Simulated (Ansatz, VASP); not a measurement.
## Two plane-wave programs on NbTe

```
CELL_PARAMETERS angstrom
3.70297 0.00000 0.00000
-1.85149 3.20687 0.00000
0.00000 0.00000 3.69421
ATOMIC_POSITIONS crystal
Nb 0.00000 0.00000 0.50000
Te 0.66667 0.33333 0.00000
```

Alike in both runs: task single point; functional PBE; k mesh 6 × 6 × 4; occupations gaussian, width 0.1 eV; no spin polarisation.

|  | VASP | Ansatz |
| --- | --- | --- |
| version | VASP 6.6.1 | Ansatz 0.2.0 |
| potentials or method | VASP PAW PBE potentials, release 64 (Nb_sv, Te), cutoff 520 eV | scalar-relativistic, plane waves, PAW |
| valence electrons in the cell | 19 | 29 |

```csv
,VASP,Ansatz,Ansatz less VASP
gap on the k mesh at the Fermi level (eV),none,none,-
pressure (GPa),-0.8,-0.6,+0.22
"traceless stress, the component that is largest in VASP (GPa)",1.50,1.54,+0.048
```

A gap of «none» marks a metal or a gap that the smearing closes. VASP's potentials hold 19 valence electrons a cell and Ansatz's 29, so a difference there can come from the potentials and not from the codes.

The k mesh is coarse, so the values compare programs but aren't converged. Neither program's run includes spin-orbit coupling.
